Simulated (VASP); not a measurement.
# Ta (P6_3/mmc) in VASP: a series of runs

Ta is run at these levels: PBEsol; tasks: single point.

All numbers are computed with VASP 6.6.1; they aren't measurements. Logs are shortened: lines on timing, memory, paths and dates and some standing lists are left out, and cuts for length are marked.

**1. The cell of the first run**

Symmetry: P6_3/mmc, No. 194, hexagonal system. Conventional cell: a = 2.900 Å, b = 2.900 Å, c = 5.166 Å, α = 90.00°, β = 90.00°, γ = 120.00°. Ta (site symmetry -6m2) has 12 Ta at 2.90 to 3.08 Å within 3.8 Å.

**2. Single point, PBEsol**

The input, INCAR:

```
ALGO = Normal
EDIFF = 1E-7
ENCUT = 520
GGA = PS
ISIF = 2
ISMEAR = 0
LASPH = True
LCHARG = False
LREAL = False
LWAVE = False
NBANDS = 18
NELM = 100
PREC = Accurate
SIGMA = 0.1
```

The input, KPOINTS:

```
k-points
0
Gamma
  12 12 6
```

The input, POSCAR:

```
Ta
1.0
    2.9003720700      0.0000000000      0.0000000000
   -1.4501860400      2.5117959000      0.0000000000
    0.0000000000      0.0000000000      5.1662740000
Ta
2
Direct
    0.6666666667      0.3333333333      0.7500000000
    0.3333333333      0.6666666667      0.2500000000
```

Potentials or basis: VASP PAW PBE potentials, release 64 (Ta_pv).

Launch:

```sh
cat potpaw_PBE.64/Ta_pv/POTCAR > POTCAR
mpirun -np 1 vasp_std > vasp.out
```

OUTCAR:

```text
EDIFF = 1E-7
   ENCUT = 520
   GGA = PS
   ISIF = 2
   ISMEAR = 0
   LASPH = True
   LREAL = False
   NELM = 100
   PREC = Accurate

 ion  position               nearest neighbor table
   1  0.667  0.333  0.750-   2 3.08   2 3.08   2 3.08   2 3.08   2 3.08   2 3.08
   2  0.333  0.667  0.250-   1 3.08   1 3.08   1 3.08   1 3.08   1 3.08   1 3.08

  LATTYP: Found a hexagonal cell.
 ALAT       =     2.9003720700
 C/A-ratio  =     1.7812452593

  Lattice vectors:

 A1 = (   2.9003720700,   0.0000000000,   0.0000000000)
 A2 = (  -1.4501860400,   2.5117959000,   0.0000000000)
 A3 = (   0.0000000000,   0.0000000000,   5.1662740000)

Analysis of symmetry for initial positions (statically):
=====================================================================
 Subroutine PRICEL returns:
 Original cell was already a primitive cell.

 Routine SETGRP: Setting up the symmetry group for a
 hexagonal supercell.

 Subroutine GETGRP returns: Found 24 space group operations
 (whereof 12 operations were pure point group operations)
 out of a pool of 24 trial point group operations.

The static configuration has the point symmetry D_3d.
 The point group associated with its full space group is D_6h.

Analysis of symmetry for dynamics (positions and initial velocities):
=====================================================================
 Subroutine PRICEL returns:
 Original cell was already a primitive cell.

 Routine SETGRP: Setting up the symmetry group for a
 hexagonal supercell.

 Subroutine GETGRP returns: Found 24 space group operations
 (whereof 12 operations were pure point group operations)
 out of a pool of 24 trial point group operations.

The dynamic configuration has the point symmetry D_3d.
 The point group associated with its full space group is D_6h.

 Subroutine INISYM returns: Found 24 space group operations
 (whereof 12 operations are pure point group operations),
 and found     1 'primitive' translations

----------------------------------------------------------------------------------------

                                     Primitive cell

  volume of cell :      37.6370

  direct lattice vectors                    reciprocal lattice vectors
     2.900372070  0.000000000  0.000000000     0.344783351  0.199060760  0.000000000
    -1.450186040  2.511795900  0.000000000     0.000000000  0.398121519  0.000000000
     0.000000000  0.000000000  5.166274000     0.000000000  0.000000000  0.193563098

  length of vectors
     2.900372070  2.900372079  5.166274000     0.398121521  0.398121519  0.193563098

  position of ions in fractional coordinates (direct lattice)
     0.666666667  0.333333333  0.750000000
     0.333333333  0.666666667  0.250000000

  ion indices of the primitive-cell ions
   primitive index   ion index
                 1           1
                 2           2

----------------------------------------------------------------------------------------

 KPOINTS: k-points

Automatic generation of k-mesh.
 Grid dimensions read from file:
 generate k-points for:   12   12    6

 Generating k-lattice:

  Cartesian coordinates                     Fractional coordinates (reciprocal lattice)
     0.028731946  0.016588397  0.000000000     0.083333333 -0.000000000  0.000000000
     0.000000000  0.033176793  0.000000000     0.000000000  0.083333333  0.000000000
     0.000000000  0.000000000  0.032260516     0.000000000  0.000000000  0.166666667

  Length of vectors
     0.033176793  0.033176793  0.032260516

  Shift w.r.t. Gamma in fractional coordinates (k-lattice)
     0.000000000  0.000000000  0.000000000

 Subroutine IBZKPT returns following result:
 ===========================================

 Found     76 irreducible k-points:

 Following reciprocal coordinates:
            Coordinates               Weight
  0.000000  0.000000  0.000000      1.000000
  0.083333  0.000000  0.000000      6.000000
  0.166667  0.000000  0.000000      6.000000
  0.250000 -0.000000  0.000000      6.000000
  0.333333 -0.000000  0.000000      6.000000
  0.416667 -0.000000  0.000000      6.000000
[... 16 lines left out ...]
  0.250000 -0.000000  0.166667     12.000000
  0.333333 -0.000000  0.166667     12.000000
 [... further k-points ...]
   k-points           NKPTS =     76   k-points in BZ     NKDIM =     76   number of bands    NBANDS=     18
   number of dos      NEDOS =    301   number of ions     NIONS =      2
   total plane-waves  NPLWV =  23040
   dimension x,y,z NGX =    24 NGY =   24 NGZ =   40
   dimension x,y,z NGXF=    48 NGYF=   48 NGZF=   80
   ions per type =               2
   NGX,Y,Z   is equivalent  to a cutoff of  13.76, 13.76, 12.87 a.u.
   NGXF,Y,Z  is equivalent  to a cutoff of  27.51, 27.51, 25.74 a.u.
 SYSTEM =  unknown system
   PREC   = accura    normal or accurate (medium, high low for compatibility)
   ISTART =      0    job   : 0-new  1-cont  2-samecut
   ICHARG =      2    charge: 1-file 2-atom 10-const
   ISPIN  =      1    spin polarized calculation?
   LNONCOLLINEAR =      F non collinear calculations
   LSORBIT =      F    spin-orbit coupling
   LASPH  =      T    aspherical Exc in radial PAW
   ENCUT  =  520.0 eV  38.22 Ry    6.18 a.u.   5.39  5.39  9.61*2*pi/ulx,y,z
   NELM   =    100;   NELMIN=  2; NELMDL= -5     # of ELM steps
   EDIFF  = 0.1E-06   stopping-criterion for ELM
   LREAL  =      F    real-space projection
   EDIFFG = 0.1E-05   stopping-criterion for IOM
   NSW    =      0    number of steps for IOM
   IBRION =     -1    ionic relax: 0-MD 1-quasi-New 2-CG
   NFREE  =      0    steps in history (QN), initial steepest desc. (CG)
   ISIF   =      2    stress and relaxation
   ISYM   =      2    0-nonsym 1-usesym 2-fastsym
   POTIM  = 0.5000    time-step for ionic-motion
   TEBEG  =    0.0;   TEEND  =   0.0 temperature during run
   PSTRESS=    0.0 pullay stress
   NELECT =      22.0000    total number of electrons
   NUPDOWN=      -1.0000    fix difference up-down
   EMIN   =  10.00;   EMAX   =-10.00  energy-range for DOS
   EFERMI =   0.00;   METHOD = LEGACY
   ISMEAR =     0;   SIGMA  =   0.10  broadening in eV -4-tet -1-fermi 0-gaus
   EFERMI_NEDOS =   21; number of points for ismear=-14 and -15
   IALGO  =     38    algorithm
   IMIX   =      4    mixing-type and parameters
     AMIX     =   0.40;   BMIX     =  1.00
     AMIX_MAG =   1.60;   BMIX_MAG =  1.00
  volume/ion in A,a.u.               =      18.82       126.99
  Fermi-wavevector in a.u.,A,eV,Ry     =   1.368812  2.586680 25.492516  1.873647
  Thomas-Fermi vector in A             =   2.494743
   LORBIT       =      0    0 simple, 1 ext, 2 COOP (PROOUT), +10 PAW based schemes
   GGA     = PS    functional components
   LHFCALC =     F    Hartree Fock is set to
   AEXX    =    0.0000 exact exchange contribution
   IVDW    =     0    specifies the selected vdW correction
   LEPSILON=     F    determine dielectric tensor
   LRPA    =     F    only Hartree local field effects (RPA)
 non-spin polarized calculation
 Gauss-broadening in eV      SIGMA  =   0.10
  energy-cutoff  :      520.00
  volume of cell :       37.64
 maximum number of plane-waves:      1045
 NGX is ok and might be reduce to    24
   NGX = 11   NGY = 11   NGZ = 19

 number of electron      22.0000003 magnetization

 Free energy of the ion-electron system (eV)
  ---------------------------------------------------
  ext. energy  EPLUGINS =         0.00000000
  ---------------------------------------------------
  free energy    TOTEN  =       -24.49051173 eV

  energy without entropy =      -24.47973113  energy(sigma->0) =      -24.48512143

 E-fermi :   5.3834     XC(G=0): -12.4927

 val. band max:        5.3415247915   @ k =   0.3333  -0.0000   0.0000
 cond. band min:       5.4109608752   @ k =   0.1667   0.0833   0.3333
 fundamental gap:      0.0694360837
 Fermi energy:         5.3833504277

 k-point     1 :       0.0000    0.0000    0.0000
  band No.  band energies     occupation
      1     -29.1210      2.00000
      2     -28.3074      2.00000
      3     -28.1902      2.00000
      4     -28.1902      2.00000
      5     -28.1081      2.00000
      6     -28.1081      2.00000
[... 10 lines left out ...]
     17      10.5074      0.00000
     18      10.5074      0.00000

 k-point     2 :       0.0833    0.0000    0.0000
  band No.  band energies     occupation
      1     -29.0990      2.00000
      2     -28.3099      2.00000
      3     -28.2618      2.00000
      4     -28.2097      2.00000
      5     -28.1813      2.00000
      6     -28.1213      2.00000
[... 10 lines left out ...]
     17      10.6137      0.00000
     18      11.0592      0.00000

 k-point     3 :       0.1667    0.0000    0.0000
  band No.  band energies     occupation
      1     -29.0363      2.00000
      2     -28.4554      2.00000
      3     -28.3756      2.00000
      4     -28.3189      2.00000
      5     -28.2614      2.00000
      6     -28.1581      2.00000
[... 10 lines left out ...]
     17      10.7933      0.00000
     18      12.2173      0.00000

 k-point     4 :       0.2500   -0.0000    0.0000
  band No.  band energies     occupation
      1     -28.9435      2.00000
      2     -28.7151      2.00000
      3     -28.6290      2.00000
      4     -28.3381      2.00000
      5     -28.3298      2.00000
      6     -28.2094      2.00000
[... 375 lines left out ...]
      4     -28.3200      2.00000
      5     -28.2545      2.00000
      6     -28.1651      2.00000
[... 10 lines left out ...]
     17      10.6573      0.00000
     18      11.5631      0.00000

 k-point    23 :       0.2500   -0.0000    0.1667
  band No.  band energies     occupation
      1     -28.9275      2.00000
      2     -28.6948      2.00000
      3     -28.6455      2.00000
      4     -28.3595      2.00000
      5     -28.3218      2.00000
      6     -28.2175      2.00000
[... 10 lines left out ...]
     17      10.7136      0.00000
     18      12.1808      0.00000

 k-point    24 :       0.3333   -0.0000    0.1667
  band No.  band energies     occupation
      1     -28.9975      2.00000
      2     -28.8996      2.00000
      3     -28.7633      2.00000
      4     -28.3873      2.00000
      5     -28.3860      2.00000
      6     -28.2704      2.00000
[... 10 lines left out ...]
     17      10.8175      0.00000
     18      12.4430      0.00000

 [... further k-points ...]
[... 5 lines left out ...]
  --------------------------------------------------------------------------------------
  -------------------------------------------------------------------------------------
  Total       -1.7938311     -1.7938311     -1.5661043      0.0000000      0.0000000     -0.0000000
  in kB      -76.3618831    -76.3618835    -66.6677466      0.0000002      0.0000000     -0.0000000
  external PRESSURE =     -73.1305044 kB  Pullay stress =       0.0000000 kB

 VOLUME and BASIS-vectors are now :
 -----------------------------------------------------------------------------
  energy-cutoff  :      520.00
  volume of cell :       37.64
      direct lattice vectors                 reciprocal lattice vectors
     2.900372070  0.000000000  0.000000000     0.344783351  0.199060760  0.000000000
    -1.450186040  2.511795900  0.000000000     0.000000000  0.398121519  0.000000000
     0.000000000  0.000000000  5.166274000     0.000000000  0.000000000  0.193563098

 POSITION                                       TOTAL-FORCE (eV/Angst)
 -----------------------------------------------------------------------------------
      1.45019      0.83727      3.87471         0.000000      0.000000      0.000000
     -0.00000      1.67453      1.29157         0.000000     -0.000000      0.000000
 -----------------------------------------------------------------------------------
    total drift:                               -0.000000      0.000000     -0.000000

  FREE ENERGIE OF THE ION-ELECTRON SYSTEM (eV)
  ---------------------------------------------------
  free  energy   TOTEN  =       -24.4905117301 eV

  energy  without entropy=      -24.4797311335  energy(sigma->0) =      -24.48512143
```

Wall time 21 s (1 thread of AMD EPYC 9R45 (Zen 5), shared host); peak memory 0.16 GiB.

What came out:

```
Free energy            : -24.4905 eV
Pressure               : -7.3 GPa
Band gap on the k mesh : zero (band 11 reaches 6.88 eV, above the bottom of band 12 at 4.68 eV)
```

Caveat: the PAW data sets were made with another functional, which shifts forces and pressure a little; spin-orbit coupling is left out, which moves the levels of the heavy elements.

**3. Single point, PBEsol**

The input, INCAR:

```
SYSTEM = Ta
  ALGO = Normal
  EDIFF = 1E-7
  ENCUT = 520
  GGA = PS
  ISIF = 2
  ISMEAR = 0
  LASPH = .TRUE.
  LCHARG = .FALSE.
  LREAL = .FALSE.
  LWAVE = .FALSE.
  NBANDS = 18
  NELM = 100
  PREC = Accurate
  SIGMA = 0.1
```

The input, KPOINTS:

```
k-points
0
G
  12 12 6
  0 0 0
```

POSCAR is that of step 2.

Potentials or basis: VASP PAW PBE potentials, release 64 (Ta_pv).

Launch:

```sh
cat potpaw_PBE.64/Ta_pv/POTCAR > POTCAR
mpirun -np 1 vasp_std > vasp.out
```

Wall time 21 s (1 thread of AMD EPYC 9R45 (Zen 5), shared host); peak memory 0.16 GiB.

Results (log left out):

| Item | Value |
| --- | --- |
| Free energy | -24.4905 eV |
| Pressure | -7.3 GPa |
| Band gap on the k mesh | zero (band 11 reaches 6.88 eV, above the bottom of band 12 at 4.68 eV) |

Stress tensor (GPa, compression positive):
```
-7.64  0.00  0.00
 0.00 -7.64  0.00
 0.00  0.00 -6.67
```

Levels at points of the mesh, in eV from the Fermi level:
| k point | band 8 | band 9 | band 10 | band 11 | band 12 | band 13 | band 14 | band 15 |
| --- | --- | --- | --- | --- | --- | --- | --- | --- |
| (0.00, 0.00, 0.00) | -4.89 | -0.55 | -0.09 | 0.61 | 0.61 | 1.17 | 1.17 | 2.97 |
| (0.50, 0.00, 0.00) | -3.81 | -3.31 | -0.44 | -0.36 | 0.51 | 0.86 | 5.52 | 6.43 |
| (0.00, 0.00, 0.50) | -6.34 | -1.15 | -1.15 | 0.66 | 0.66 | 0.66 | 0.66 | 4.40 |
| (0.50, 0.00, 0.50) | -4.30 | -2.27 | -2.27 | 1.50 | 1.50 | 2.60 | 2.60 | 5.52 |

Caveat: the PAW data sets were made with another functional, which shifts forces and pressure a little; spin-orbit coupling is left out, which moves the levels of the heavy elements.
